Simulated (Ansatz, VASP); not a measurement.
## One calculation of Cd, two programs

```
Cd
1.0
    -1.76021    1.76021    1.76021
     1.76021   -1.76021    1.76021
     1.76021    1.76021   -1.76021
Cd
1
Cartesian
  0.0000 0.0000 0.0000
```

Change from the starting cell: volume scaled by 0.96.

Alike in both runs: task single point; functional PBE; k mesh 10 × 10 × 10; occupations fermi-dirac, width 0.05 eV; no spin polarisation.

|  | VASP | Ansatz |
| --- | --- | --- |
| version | VASP 6.6.1 | Ansatz 0.2.0 |
| potentials or method | VASP PAW PBE potentials, release 64 (Cd), cutoff 520 eV | all-electron LAPW, scalar-relativistic |

|  | VASP | Ansatz | Ansatz less VASP |
| --- | --- | --- | --- |
| gap on the k mesh at the Fermi level (eV) | none | none | - |
| pressure (GPa) | 3.3 | 3.0 | -0.28 |

A gap of «none» marks a metal or a gap that the smearing closes. Ansatz ran all-electron here, and VASP with PAW potentials.
